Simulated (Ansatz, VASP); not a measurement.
One calculation of BaLiF3, two programs

```xyz
5
Lattice="4.0484 0.0000 0.0000 0.0000 4.0484 0.0000 0.0000 0.0000 4.0484" Properties=species:S:1:pos:R:3 pbc="T T T"
Ba    0.0000    0.0000    0.0000
Li    2.0242    2.0242    2.0242
F     0.0000    2.0242    2.0242
F     2.0242    2.0242    0.0000
F     2.0242    0.0000    2.0242
```

Change from the starting cell: strain +0.015 along x and y, +0.015 along z, atoms carried along.

Alike in both runs: task single point; functional LDA; k mesh 6 × 6 × 6; occupations gaussian, width 0.05 eV; no spin polarisation.

|  | VASP | Ansatz |
| --- | --- | --- |
| version | VASP 6.6.1 | Ansatz 0.2.0 |
| potentials or method | VASP PAW LDA potentials, release 64 (Ba_sv, Li_sv, F), cutoff 520 eV | scalar-relativistic, plane waves, PAW |
| valence electrons in the cell | 34 | 34 |

Ansatz gave:

- gap on the k mesh at the Fermi level (eV): 6.50
- least direct gap on the mesh (eV): 6.50

Problem. Which values does VASP return?

Solution. gap on the k mesh at the Fermi level (eV): 6.41; least direct gap on the mesh (eV): 6.41.

LDA's correlation is that of Perdew and Zunger in VASP and of Perdew and Wang (1992) in Ansatz.

Spin-orbit coupling is off throughout. Noted on VASP's run: the cutoff is short for stress, so the pressure is rough.
